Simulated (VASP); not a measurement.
# CdS (Fm-3m) in VASP: elastic constants with r2SCAN

Aim: the elastic constants of CdS with r2SCAN.

Everything below comes from runs of VASP 6.6.1. Logs are shortened: lines on timing, memory, paths and dates and some standing lists are left out, and cuts for length are marked.

### 1 The cell of the first run

It takes space group Fm-3m (No. 225, cubic). Conventional cell: a = 5.454 Å, b = 5.454 Å, c = 5.454 Å, α = 90.00°, β = 90.00°, γ = 90.00°. Cd (site symmetry m-3m) has 6 S at 2.73 Å within 3.6 Å. Within 3.6 Å of S (site symmetry m-3m) lie 6 Cd at 2.73 Å.

### 2 Elastic constants, r2SCAN

File INCAR:

```
SYSTEM = CdS
PREC = Accurate
ENCUT = 600
EDIFF = 1E-8
ISMEAR = 0
SIGMA = 0.01
LREAL = .FALSE.
LASPH = .TRUE.
NELM = 100
ALGO = Normal
ISIF = 3
LWAVE = .FALSE.
LCHARG = .FALSE.
METAGGA = R2SCAN
LMIXTAU = .TRUE.
IBRION = 6
NFREE = 2
POTIM = 0.015
NSW = 1
```

File KPOINTS:

```
regular mesh
0
G
  8 8 8
  0 0 0
```

File POSCAR:

```
CdS
1.0
    0.0000000000      2.7268811899      2.7268811899
    2.7268811899      0.0000000000      2.7268811899
    2.7268811899      2.7268811899      0.0000000000
Cd S
1 1
Direct
    0.0000000000      0.0000000000      0.0000000000
    0.5000000000      0.5000000000      0.5000000000
```

Potentials or basis: VASP PAW PBE potentials, release 64 (Cd, S).

On the command line:

```console
cat potpaw_PBE.64/Cd/POTCAR potpaw_PBE.64/S/POTCAR > POTCAR
mpirun -np 1 vasp_std > vasp.out
```

OUTCAR:

```text
SYSTEM = CdS
   PREC = Accurate
   ENCUT = 600
   EDIFF = 1E-8
   ISMEAR = 0
   LREAL = .FALSE.
   LASPH = .TRUE.
   NELM = 100
   ISIF = 3
   METAGGA = R2SCAN
   IBRION = 6
   NFREE = 2
   POTIM = 0.015
   NSW = 1

 ion  position               nearest neighbor table
   1  0.000  0.000  0.000-   2 2.73   2 2.73   2 2.73   2 2.73   2 2.73   2 2.73
   2  0.500  0.500  0.500-   1 2.73   1 2.73   1 2.73   1 2.73   1 2.73   1 2.73

  LATTYP: Found a face centered cubic cell.
 ALAT       =     5.4537623798

  Lattice vectors:

 A1 = (   0.0000000000,   2.7268811899,   2.7268811899)
 A2 = (   2.7268811899,   0.0000000000,   2.7268811899)
 A3 = (   2.7268811899,   2.7268811899,   0.0000000000)

Analysis of symmetry for initial positions (statically):
=====================================================================
 Subroutine PRICEL returns:
 Original cell was already a primitive cell.

 Routine SETGRP: Setting up the symmetry group for a
 face centered cubic supercell.

 Subroutine GETGRP returns: Found 48 space group operations
 (whereof 48 operations were pure point group operations)
 out of a pool of 48 trial point group operations.

The static configuration has the point symmetry O_h .

Analysis of symmetry for dynamics (positions and initial velocities):
=====================================================================
 Subroutine PRICEL returns:
 Original cell was already a primitive cell.

 Routine SETGRP: Setting up the symmetry group for a
 face centered cubic supercell.

 Subroutine GETGRP returns: Found 48 space group operations
 (whereof 48 operations were pure point group operations)
 out of a pool of 48 trial point group operations.

The dynamic configuration has the point symmetry O_h .

 Subroutine INISYM returns: Found 48 space group operations
 (whereof 48 operations are pure point group operations),
[... 716 lines left out ...]
      3      -5.2096      2.00000
      4      -5.1645      2.00000
      5      -4.8914      2.00000
      6      -4.7913      2.00000
      7      -1.7681      2.00000
      8       0.8943      2.00000
      9       1.8085      2.00000
     10       7.2024      0.00000
     11       8.4248      0.00000
     12      10.7691      0.00000
     13      11.5257      0.00000

 [... further k-points ...]

------------------------ aborting loop because EDIFF is reached ----------------------------------------

  FORCE on cell =-STRESS in cart. coord.  units (eV):
  Direction    XX          YY          ZZ          XY          YZ          ZX
  --------------------------------------------------------------------------------------
  -------------------------------------------------------------------------------------
  Total        0.1131049      0.1070127      0.1070127      0.0000000      0.0000000      0.0000000
  in kB        4.4685181      4.2278292      4.2278292      0.0000000      0.0000000      0.0000000
  external PRESSURE =       4.3080589 kB  Pullay stress =       0.0000000 kB
[... 17 lines left out ...]
  FREE ENERGIE OF THE ION-ELECTRON SYSTEM (eV)
  ---------------------------------------------------
  free  energy   TOTEN  =       -29.5243680662 eV

  energy  without entropy=      -29.5243680662  energy(sigma->0) =      -29.52436807

 INTERNAL STRAIN TENSORS FROM STRAINED CELLS
 ============================================

 INTERNAL STRAIN TENSOR FOR ION    1 for displacements in x,y,z  (eV/Angst):
          X           Y           Z          XY          YZ          ZX
  --------------------------------------------------------------------------------
  x     0.00000    -0.00000     0.00000    -0.00000     0.00000     0.00000
  y     0.00000     0.00000    -0.00000    -0.00000     0.00000     0.00000
  z    -0.00000    -0.00000     0.00000     0.00000     0.00000     0.00000

 INTERNAL STRAIN TENSORS FROM DISPLACED ATOMS
 ============================================

 INTERNAL STRAIN TENSOR FOR ION    1 for displacements in x,y,z  (eV/Angst):
          X           Y           Z          XY          YZ          ZX
  --------------------------------------------------------------------------------
  x     0.00000     0.00000     0.00000     0.00000     0.00000     0.00000
  y     0.00000     0.00000     0.00000     0.00000     0.00000     0.00000
  z     0.00000     0.00000     0.00000     0.00000     0.00000     0.00000

 INTERNAL STRAIN TENSOR FOR ION    2 for displacements in x,y,z  (eV/Angst):
          X           Y           Z          XY          YZ          ZX
  --------------------------------------------------------------------------------
  x     0.00000     0.00000     0.00000     0.00000     0.00000     0.00000
  y     0.00000     0.00000     0.00000     0.00000     0.00000     0.00000
  z     0.00000     0.00000     0.00000     0.00000     0.00000     0.00000

 Eigenvectors and eigenvalues of the dynamical matrix
 ----------------------------------------------------

   1 f  =    4.253152 THz    26.723343 2PiTHz  141.869883 cm-1    17.589616 meV
             X         Y         Z           dx          dy          dz
      0.000000  0.000000  0.000000     0.000000    0.469781    0.000000
      2.726881  2.726881  2.726881     0.000000   -0.882783    0.000000
[... 21 lines left out ...]
   6 f/i=    0.006408 THz     0.040263 2PiTHz    0.213751 cm-1     0.026502 meV
             X         Y         Z           dx          dy          dz
      0.000000  0.000000  0.000000     0.000000    0.000000    0.882783
      2.726881  2.726881  2.726881     0.000000    0.000000    0.469781

--------------------------------------------------------------------------------------------------------

 ELASTIC MODULI CONTR FROM IONIC RELAXATION (kBar)
 Direction    XX          YY          ZZ          XY          YZ          ZX
 --------------------------------------------------------------------------------
 XX           0.0000      0.0000      0.0000      0.0000      0.0000      0.0000
 YY           0.0000      0.0000      0.0000      0.0000      0.0000      0.0000
 ZZ           0.0000      0.0000      0.0000      0.0000      0.0000      0.0000
 XY           0.0000      0.0000      0.0000      0.0000      0.0000      0.0000
 YZ           0.0000      0.0000      0.0000      0.0000      0.0000      0.0000
 ZX           0.0000      0.0000      0.0000      0.0000      0.0000      0.0000
 --------------------------------------------------------------------------------

 TOTAL ELASTIC MODULI (kBar)
 Direction    XX          YY          ZZ          XY          YZ          ZX
 --------------------------------------------------------------------------------
 XX        1413.5917    555.8485    555.8485     -0.0000     -0.0000     -0.0000
 YY         555.8485   1413.5917    555.8485     -0.0000     -0.0000      0.0000
 ZZ         555.8485    555.8485   1413.5917      0.0000      0.0000      0.0000
 XY          -0.0000     -0.0000      0.0000    368.5867      0.0000      0.0000
 YZ          -0.0000     -0.0000      0.0000      0.0000    368.5867     -0.0000
 ZX          -0.0000      0.0000      0.0000      0.0000     -0.0000    368.5867
 --------------------------------------------------------------------------------
```

stdout:

```text
POSCAR found type information on POSCAR CdS
 POSCAR found :  2 types and       2 ions
 scaLAPACK will be used
 -----------------------------------------------------------------------------
|                                                                             |
|                                                                             |
|     You enforced a specific xc type in the INCAR file but a different       |
|     I HOPE YOU KNOW WHAT YOU ARE DOING!                                     |
[... 32 lines left out ...]
 Finite differences progress:
 bond charge predicted
 Finite differences progress:
 bond charge predicted
 Finite differences progress:
 bond charge predicted
 Finite differences progress:
 bond charge predicted
 Finite differences progress:
 bond charge predicted
 Finite differences progress:
 bond charge predicted
 Finite differences progress:
```

It took 18 min on 1 thread of Intel Xeon 6975P-C (Granite Rapids), shared host; peak memory 0.33 GiB.

Results:

| Item | Value |
| --- | --- |
| Elastic constants C11, C12, C44 | 141, 56, 37 GPa |
| Voigt bulk modulus | 84 GPa |
| Highest phonon frequency at Γ, LO-TO splitting left out | 142 cm⁻¹ |

Phonon frequencies in cm⁻¹ (negative: imaginary):
| q point | frequencies |
| --- | --- |
| (0.000, 0.000, 0.000) | 0 0 0 142 142 142 |

Elastic tensor in Voigt notation (GPa, in the Cartesian axes of the cell as first typed):
```
141  56  56   0   0   0
 56 141  56   0   0   0
 56  56 141   0   0   0
  0   0   0  37   0   0
  0   0   0   0  37   0
  0   0   0   0   0  37
```

Clamped-ion elastic tensor (GPa):
```
141  56  56   0   0   0
 56 141  56   0   0   0
 56  56 141   0   0   0
  0   0   0  37   0   0
  0   0   0   0  37   0
  0   0   0   0   0  37
```

Caveat: the PAW data sets were made with another functional, which shifts forces and pressure a little.
